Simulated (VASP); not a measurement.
# SnSe2 (P-1) in VASP: single point with r2SCAN

Aim: the single point of SnSe2 with r2SCAN.

Everything below comes from runs of VASP 6.6.1. Logs are shortened: lines on timing, memory, paths and dates and some standing lists are left out, and cuts for length are marked.

### Step 1. The cell of the first run

The typed cell holds 3 atoms: a = 3.870 Å, b = 3.871 Å, c = 7.662 Å, α = 78.14°, β = 75.90°, γ = 59.99°.

### Step 2. Single point, r2SCAN

POSCAR

```
SnSe2
1.0
    3.8703039189      0.0035941564     -0.0022797348
    1.9328939159      3.3535872890      0.0251997410
    1.8707508438      0.6839121723      7.3990847698
Sn Se
1 2
Direct
    0.0000000000      0.0000000000      0.0000000000
    0.7467673591      0.7140581742      0.7844069939
    0.2532326409      0.2859418258      0.2155930061
```

INCAR.step1

```
PREC = Accurate ; ENCUT = 520
ISMEAR = 0 ; SIGMA = 0.02
LREAL = F ; LASPH = T
NELM = 60 ; NBANDS = 20
GGA = PE ; ALGO = Normal
EDIFF = 1E-4 ; LWAVE = T
LCHARG = F
```

INCAR.step2

```
PREC = Accurate ; ENCUT = 520
EDIFF = 1E-6 ; ISMEAR = 0
SIGMA = 0.02 ; LREAL = F
LASPH = T ; NELM = 60
ALGO = Normal ; ISIF = 2
LWAVE = F ; LCHARG = F
METAGGA = R2SCAN ; LMIXTAU = T
NBANDS = 20 ; ISTART = 1
```

KPOINTS

```
regular mesh
0
Gamma
  8 8 4
```

Potentials or basis: VASP PAW PBE potentials, release 64 (Sn_d, Se).

The run is started by

```sh
cat potpaw_PBE.64/Sn_d/POTCAR potpaw_PBE.64/Se/POTCAR > POTCAR
cp INCAR.step1 INCAR
mpirun -np 1 vasp_std > vasp.out
cp INCAR.step2 INCAR
mpirun -np 1 vasp_std > vasp.out
```

OUTCAR:

```text
PREC = Accurate
   ENCUT = 520
   EDIFF = 1E-6
   ISMEAR = 0
   LREAL = F
   LASPH = T
   NELM = 60
   ISIF = 2
   METAGGA = R2SCAN
   ISTART = 1

 ion  position               nearest neighbor table
   1  0.000  0.000  0.000-   2 2.74   3 2.74   2 2.74   3 2.74   2 2.75   3 2.75
   2  0.747  0.714  0.784-   1 2.74   1 2.74   1 2.75
   3  0.253  0.286  0.216-   1 2.74   1 2.74   1 2.75

  Warning from LATTYP: Got some problem with cell dimensions!
  Tried to take original basis but could not verify dimensions!
  LATTYP: Found a triclinic cell.
 ALAT       =     3.8703062592
 B/A-ratio  =     0.9999164173
 C/A-ratio  =     1.9798173787
 COS(alpha) =     0.0381060633
 COS(beta)  =     0.2436576349
 COS(gamma) =     0.4998249774

  Lattice vectors:

 A1 = (  -3.8703039189,  -0.0035941564,   0.0022797348)
 A2 = (  -1.9374100030,   3.3499931326,   0.0274794758)
 A3 = (  -1.8707508438,  -0.6839121723,  -7.3990847698)

Analysis of symmetry for initial positions (statically):
=====================================================================
 Subroutine PRICEL returns:
 Original cell was already a primitive cell.

 Routine SETGRP: Setting up the symmetry group for a
 triclinic supercell.

 Subroutine GETGRP returns: Found  2 space group operations
 (whereof  2 operations were pure point group operations)
 out of a pool of  2 trial point group operations.

The static configuration has the point symmetry S_2 .

Analysis of symmetry for dynamics (positions and initial velocities):
=====================================================================
 Subroutine PRICEL returns:
 Original cell was already a primitive cell.

 Routine SETGRP: Setting up the symmetry group for a
 triclinic supercell.

 Subroutine GETGRP returns: Found  2 space group operations
 (whereof  2 operations were pure point group operations)
 out of a pool of  2 trial point group operations.

The dynamic configuration has the point symmetry S_2 .

 Subroutine INISYM returns: Found  2 space group operations
 (whereof  2 operations are pure point group operations),
 and found     1 'primitive' translations

----------------------------------------------------------------------------------------

                                     Primitive cell

  volume of cell :      95.9290

  direct lattice vectors                    reciprocal lattice vectors
     3.870303919  0.003594156 -0.002279735     0.258485228 -0.148594233 -0.051619365
     1.932893916  3.353587289  0.025199741    -0.000293473  0.298564114 -0.027522676
     1.870750844  0.683912172  7.399084770     0.000080641 -0.001062631  0.135229683

  length of vectors
     3.870306259  3.870821828  7.662499593     0.302587868  0.299830142  0.135233882

  position of ions in fractional coordinates (direct lattice)
     0.000000000  0.000000000  0.000000000
     0.746767359  0.714058174  0.784406994
     0.253232641  0.285941826  0.215593006

  ion indices of the primitive-cell ions
   primitive index   ion index
                 1           1
                 2           2
                 3           3

----------------------------------------------------------------------------------------

 KPOINTS: regular mesh

Automatic generation of k-mesh.
 Grid dimensions read from file:
 generate k-points for:    8    8    4

 Generating k-lattice:

  Cartesian coordinates                     Fractional coordinates (reciprocal lattice)
     0.032310654 -0.018574279 -0.006452421     0.125000000  0.000000000  0.000000000
    -0.000036684  0.037320514 -0.003440335    -0.000000000  0.125000000  0.000000000
     0.000020160 -0.000265658  0.033807421     0.000000000  0.000000000  0.250000000

  Length of vectors
     0.037823484  0.037478768  0.033808470

  Shift w.r.t. Gamma in fractional coordinates (k-lattice)
     0.000000000  0.000000000  0.000000000

 Subroutine IBZKPT returns following result:
 ===========================================

 Found    132 irreducible k-points:

 Following reciprocal coordinates:
            Coordinates               Weight
  0.000000  0.000000  0.000000      1.000000
  0.125000  0.000000  0.000000      2.000000
  0.250000  0.000000  0.000000      2.000000
  0.375000  0.000000  0.000000      2.000000
  0.500000  0.000000  0.000000      1.000000
 -0.000000  0.125000  0.000000      2.000000
[... 16 lines left out ...]
  0.125000  0.375000  0.000000      2.000000
  0.250000  0.375000 -0.000000      2.000000
 [... further k-points ...]
   k-points           NKPTS =    132   k-points in BZ     NKDIM =    132   number of bands    NBANDS=     20
   number of dos      NEDOS =    301   number of ions     NIONS =      3
   total plane-waves  NPLWV =  54000
   dimension x,y,z NGX =    30 NGY =   30 NGZ =   60
   dimension x,y,z NGXF=    60 NGYF=   60 NGZF=  120
   ions per type =               1   2
   NGX,Y,Z   is equivalent  to a cutoff of  12.89, 12.88, 13.02 a.u.
   NGXF,Y,Z  is equivalent  to a cutoff of  25.77, 25.77, 26.04 a.u.
 SYSTEM =  unknown system
   PREC   = accura    normal or accurate (medium, high low for compatibility)
   ISTART =      1    job   : 0-new  1-cont  2-samecut
   ICHARG =      0    charge: 1-file 2-atom 10-const
   ISPIN  =      1    spin polarized calculation?
   LNONCOLLINEAR =      F non collinear calculations
   LSORBIT =      F    spin-orbit coupling
   LASPH  =      T    aspherical Exc in radial PAW
   ENCUT  =  520.0 eV  38.22 Ry    6.18 a.u.   7.20  7.20 14.25*2*pi/ulx,y,z
   NELM   =     60;   NELMIN=  2; NELMDL=  0     # of ELM steps
   EDIFF  = 0.1E-05   stopping-criterion for ELM
   LREAL  =      F    real-space projection
   EDIFFG = 0.1E-04   stopping-criterion for IOM
   NSW    =      0    number of steps for IOM
   IBRION =     -1    ionic relax: 0-MD 1-quasi-New 2-CG
   NFREE  =      0    steps in history (QN), initial steepest desc. (CG)
   ISIF   =      2    stress and relaxation
   ISYM   =      2    0-nonsym 1-usesym 2-fastsym
   POTIM  = 0.5000    time-step for ionic-motion
   TEBEG  =    0.0;   TEEND  =   0.0 temperature during run
   PSTRESS=    0.0 pullay stress
   NELECT =      26.0000    total number of electrons
   NUPDOWN=      -1.0000    fix difference up-down
   EMIN   =  10.00;   EMAX   =-10.00  energy-range for DOS
   EFERMI =   0.00;   METHOD = LEGACY
   ISMEAR =     0;   SIGMA  =   0.02  broadening in eV -4-tet -1-fermi 0-gaus
   EFERMI_NEDOS =   21; number of points for ismear=-14 and -15
   IALGO  =     38    algorithm
   IMIX   =      4    mixing-type and parameters
     AMIX     =   0.40;   BMIX     =  1.00
     AMIX_MAG =   1.60;   BMIX_MAG =  1.00
  volume/ion in A,a.u.               =      31.98       215.79
  Fermi-wavevector in a.u.,A,eV,Ry     =   1.059455  2.002080 15.271794  1.122445
  Thomas-Fermi vector in A             =   2.194801
   LORBIT       =      0    0 simple, 1 ext, 2 COOP (PROOUT), +10 PAW based schemes
   METAGGA = R2SCAN    functional components
   LHFCALC =     F    Hartree Fock is set to
   AEXX    =    0.0000 exact exchange contribution
   IVDW    =     0    specifies the selected vdW correction
   LEPSILON=     F    determine dielectric tensor
   LRPA    =     F    only Hartree local field effects (RPA)
 non-spin polarized calculation
 Gauss-broadening in eV      SIGMA  =   0.02
  energy-cutoff  :      520.00
  volume of cell :       95.93
 maximum number of plane-waves:      2602
 NGX is ok and might be reduce to    30
   NGX = 15   NGY = 15   NGZ = 29

 number of electron      25.9999997 magnetization

 Free energy of the ion-electron system (eV)
  ---------------------------------------------------
  ext. energy  EPLUGINS =         0.00000000
  ---------------------------------------------------
  free energy    TOTEN  =       -54.59806790 eV

  energy without entropy =      -54.59806790  energy(sigma->0) =      -54.59806790

 E-fermi :   1.9192     XC(G=0):  -8.7213

 val. band max:        1.7620298606   @ k =  -0.1250  -0.1250   0.2500
 cond. band min:       2.6872390792   @ k =   0.5000   0.0000   0.5000
 fundamental gap:      0.9252092186
 Fermi energy:         1.9192199320

 k-point     1 :       0.0000    0.0000    0.0000
  band No.  band energies     occupation
      1     -20.0074      2.00000
      2     -20.0072      2.00000
      3     -19.9570      2.00000
      4     -19.9519      2.00000
      5     -19.9518      2.00000
      6     -12.0677      2.00000
[... 12 lines left out ...]
     19      11.1125      0.00000
     20      11.1244      0.00000

 k-point     2 :       0.1250    0.0000    0.0000
  band No.  band energies     occupation
      1     -20.0137      2.00000
      2     -20.0030      2.00000
      3     -19.9556      2.00000
      4     -19.9525      2.00000
      5     -19.9508      2.00000
      6     -11.9202      2.00000
[... 12 lines left out ...]
     19      10.1815      0.00000
     20      11.2922      0.00000

 k-point     3 :       0.2500    0.0000    0.0000
  band No.  band energies     occupation
      1     -20.0310      2.00000
      2     -19.9944      2.00000
      3     -19.9620      2.00000
      4     -19.9461      2.00000
      5     -19.9424      2.00000
      6     -11.5058      2.00000
[... 12 lines left out ...]
     19       9.9803      0.00000
     20      11.4333      0.00000

 k-point     4 :       0.3750    0.0000    0.0000
  band No.  band energies     occupation
      1     -20.0495      2.00000
      2     -19.9895      2.00000
      3     -19.9679      2.00000
      4     -19.9377      2.00000
      5     -19.9318      2.00000
      6     -10.9405      2.00000
[... 429 lines left out ...]
 k-point    23 :       0.1250    0.3750    0.0000
  band No.  band energies     occupation
      1     -20.0384      2.00000
      2     -19.9958      2.00000
      3     -19.9626      2.00000
      4     -19.9462      2.00000
      5     -19.9333      2.00000
      6     -11.1406      2.00000
[... 12 lines left out ...]
     19      10.1626      0.00000
     20      10.7118      0.00000

 k-point    24 :       0.2500    0.3750   -0.0000
  band No.  band energies     occupation
      1     -20.0384      2.00000
      2     -19.9958      2.00000
      3     -19.9626      2.00000
      4     -19.9463      2.00000
      5     -19.9333      2.00000
      6     -11.1403      2.00000
[... 12 lines left out ...]
     19      10.4800      0.00000
     20      11.0557      0.00000

 [... further k-points ...]

------------------------ aborting loop because EDIFF is reached ----------------------------------------

  FORCE on cell =-STRESS in cart. coord.  units (eV):
  Direction    XX          YY          ZZ          XY          YZ          ZX
  --------------------------------------------------------------------------------------
  -------------------------------------------------------------------------------------
  Total       -0.9412382     -0.9287026     -1.0953792     -0.0057314      0.0065534     -0.0066045
  in kB      -15.7202687    -15.5109042    -18.2946851     -0.0957234      0.1094536     -0.1103069
  external PRESSURE =     -16.5086193 kB  Pullay stress =       0.0000000 kB

 VOLUME and BASIS-vectors are now :
 -----------------------------------------------------------------------------
  energy-cutoff  :      520.00
  volume of cell :       95.93
      direct lattice vectors                 reciprocal lattice vectors
     3.870303919  0.003594156 -0.002279735     0.258485228 -0.148594233 -0.051619365
     1.932893916  3.353587289  0.025199741    -0.000293473  0.298564114 -0.027522676
     1.870750844  0.683912172  7.399084770     0.000080641 -0.001062631  0.135229683

 POSITION                                       TOTAL-FORCE (eV/Angst)
 -----------------------------------------------------------------------------------
      0.00000      0.00000      0.00000        -0.000000      0.000000      0.000000
      5.73785      2.93381      5.82019         0.002203      0.001555      0.267055
      1.93610      1.10729      1.60182        -0.002203     -0.001555     -0.267055
 -----------------------------------------------------------------------------------
    total drift:                               -0.000000      0.000000      0.000000

  FREE ENERGIE OF THE ION-ELECTRON SYSTEM (eV)
  ---------------------------------------------------
  free  energy   TOTEN  =       -54.5980678963 eV

  energy  without entropy=      -54.5980678963  energy(sigma->0) =      -54.59806790
```

Run time: 31 min. Hardware: 1 thread of Oxide Virtual Turin-like, shared host; peak memory 0.37 GiB.

Results:

```yaml
Free_energy: -54.5981 eV
Pressure: -1.7 GPa
Largest_force: 0.267 eV/Å
Band_gap_on_the_k_mesh: 0.93 eV, indirect (least direct gap 1.23 eV)
```

Forces on the atoms (eV/Å):
```
Sn   0.000  0.000  0.000
Se   0.002  0.002  0.267
Se  -0.002 -0.002 -0.267
```

Levels at points of the mesh, in eV from the valence-band top:
| k point | band 9 | band 10 | band 11 | band 12 | band 13 | band 14 | band 15 | band 16 | band 17 | band 18 |
| --- | --- | --- | --- | --- | --- | --- | --- | --- | --- | --- |
| (0.00, 0.00, 0.00) | -0.72 | -0.49 | -0.49 | -0.11 | -0.10 | 1.56 | 3.59 | 4.95 | 4.97 | 7.28 |
| (0.50, 0.00, 0.00) | -4.29 | -2.26 | -2.22 | -0.84 | -0.35 | 1.16 | 4.59 | 6.15 | 6.26 | 6.54 |
| (0.00, 0.50, 0.00) | -4.28 | -2.31 | -2.21 | -0.79 | -0.35 | 1.17 | 4.52 | 6.27 | 6.36 | 6.52 |
| (0.50, 0.50, 0.00) | -4.34 | -2.24 | -2.23 | -0.49 | -0.31 | 0.93 | 4.43 | 5.92 | 5.96 | 6.11 |
| (0.00, 0.00, 0.50) | -1.37 | -0.51 | -0.50 | -0.10 | -0.09 | 2.22 | 3.55 | 4.96 | 4.97 | 7.65 |
| (0.50, 0.00, 0.50) | -4.35 | -2.24 | -2.22 | -0.49 | -0.31 | 0.93 | 4.45 | 5.88 | 5.96 | 6.11 |
| (0.00, 0.50, 0.50) | -4.35 | -2.23 | -2.16 | -0.55 | -0.31 | 0.94 | 4.52 | 5.70 | 6.00 | 6.10 |
| (0.50, 0.50, 0.50) | -4.29 | -2.24 | -2.21 | -0.85 | -0.35 | 1.16 | 4.61 | 6.08 | 6.26 | 6.54 |

Caveat: the PAW data sets were made with another functional, which shifts forces and pressure a little; spin-orbit coupling is left out, which moves the levels of the heavy elements. A k mesh can miss the band edges.
